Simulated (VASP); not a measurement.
Input of a VASP 6.6.1 run:

INCAR

```
  ALGO = Normal
  EDIFF = 1E-6
  ENCUT = 520
  GGA = PE
  ISIF = 2
  ISMEAR = 0
  LASPH = True
  LCHARG = True
  LELF = True
  LREAL = False
  LVHAR = True
  LWAVE = False
  NBANDS = 43
  NELM = 100
  PREC = Accurate
  SIGMA = 0.013000000000000001
```

File KPOINTS:

```
k-points
0
Gamma
  7 7 4
```

File POSCAR:

```
Si2W
1.0
    4.6168523821      0.0000000000      0.0000000000
   -2.3084261911      3.9983114484      0.0000000000
    0.0000000000      0.0000000000      6.6532220000
W Si
3 6
Direct
    0.5000000000      0.0000000000      0.5000000000
    0.5000000000      0.5000000000      0.8333333333
    0.0000000000      0.5000000000      0.1666666667
    0.3272520000      0.1636260000      0.1666666667
    0.8363740000      0.1636260000      0.8333333333
    0.1636260000      0.3272520000      0.5000000000
    0.6727480000      0.8363740000      0.1666666667
    0.1636260000      0.8363740000      0.8333333333
    0.8363740000      0.6727480000      0.5000000000
```

Potentials or basis: VASP PAW PBE potentials, release 64 (W_sv, Si).

Run with:

```sh
$ cat potpaw_PBE.64/W_sv/POTCAR potpaw_PBE.64/Si/POTCAR > POTCAR
$ mpirun -np 1 vasp_std > vasp.out
```

Task: What does it give for the band gap on the k mesh?

Result: 0.22 eV (least direct gap 0.68 eV).

Task: Estimate the pressure.

Result: -0.4 GPa.

Forces in eV/Å, atoms in the order of the input:
```
W    0.000  0.000  0.000
W    0.000  0.000  0.000
W    0.000  0.000  0.000
Si   0.002  0.001  0.000
Si  -0.002  0.001  0.000
Si   0.000  0.002  0.000
Si  -0.002 -0.001  0.000
Si   0.002 -0.001  0.000
Si   0.000 -0.002  0.000
```

Caveat: spin-orbit coupling is left out, which moves the levels of the heavy elements. A k mesh can miss the band edges.
